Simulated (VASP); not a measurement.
Write the native input for VASP 6.6.1 that does the following.

```yaml
Task: electric field gradients
Functional: PBEsol
Potentials_or_basis: VASP PAW PBE potentials, release 64 (Cd, I)
Cutoff: 400 eV
k_mesh: 8 × 8 × 4
Occupations: fermi-dirac, width 0.03 eV
Spin: no spin polarisation
Dipole_correction: no
Further_INCAR_settings: ALGO = Normal; EDIFF = 1e-08; NBANDS = 20
```

The structure of CdI2 lies in POSCAR:

```
CdI2
1.0
    3.1639748409      0.0000000000      0.0000000000
   -1.5819874204      2.7400825892      0.0000000000
    0.0000000000      0.0000000000      6.1704312064
Cd I
1 2
Direct
    0.0000000000      0.0000000000      0.0000000000
    0.3333333333      0.6666666667      0.3108578756
    0.6666666667      0.3333333333      0.6891421244
```

One way to write it, as run:

INCAR

```
SYSTEM = CdI2
PREC = Accurate ; ENCUT = 400
EDIFF = 1E-8 ; ISMEAR = -1
SIGMA = 0.03 ; LREAL = .False.
LASPH = .True. ; NELM = 120
ALGO = Normal ; ISIF = 2
LWAVE = .False. ; LCHARG = .False.
GGA = PS ; LEFG = .True.
NBANDS = 20 ; GGA_COMPAT = .False.
```

KPOINTS

```
regular mesh
0
Gamma
  8 8 4
  0 0 0
```

Potentials or basis: VASP PAW PBE potentials, release 64 (Cd, I).

Run with:

```bash
$ cat potpaw_PBE.64/Cd/POTCAR potpaw_PBE.64/I/POTCAR > POTCAR
$ mpirun -np 1 vasp_std > vasp.out
```

It gave:

```json
{
  "Pressure": "77.5 GPa",
  "Largest force": "0.168 eV/Å",
  "Band gap on the k mesh": "zero (bands 13 and 14 overlap by 1.74 eV)",
  "Largest electric field gradient by atom": "Cd -59.2; I +424.9 V/Å²"
}
```

Caveat: the cell stands under pressure; without QUAD_EFG the Cq values of the log hold for a quadrupole moment of 1 mb, not for the nuclei; the PAW data sets were made with another functional, which shifts forces and pressure a little; spin-orbit coupling is left out, which moves the levels of the heavy elements.

It took 22 s on 1 thread of Intel(R) Xeon(R) Platinum 8488C (Sapphire Rapids) (shared host), peak memory 0.17 GiB.
